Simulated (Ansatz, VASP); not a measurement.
# One calculation of TiB2, two programs

```xyz
3
Lattice="3.0089 0.0000 0.0000 -1.5044 2.6058 0.0000 0.0000 0.0000 3.2067" Properties=species:S:1:pos:R:3 pbc="T T T"
Ti    0.0000    0.0000    0.0000
B     0.0000    1.7372    1.6034
B     1.5044    0.8686    1.6034
```

Change from the starting cell: volume scaled by 0.98.

Alike in both runs: task single point; functional PBE; k mesh 15 × 15 × 13; occupations fermi-dirac, width 0.08 eV; no spin polarisation.

|  | VASP | Ansatz |
| --- | --- | --- |
| version | VASP 6.6.1 | Ansatz 0.2.0 |
| potentials or method | VASP PAW PBE potentials, release 64 (Ti_sv, B), cutoff 520 eV | all-electron LAPW, scalar-relativistic |

Ansatz gave:

* pressure (GPa): 5.6
* traceless stress, the component that is largest in VASP (GPa): -1.44

Question: Estimate VASP's values.

Answer: Pressure (GPa): 5.8; traceless stress, the component that is largest in VASP (GPa): -1.46.

Ansatz ran all-electron here, and VASP with PAW potentials.
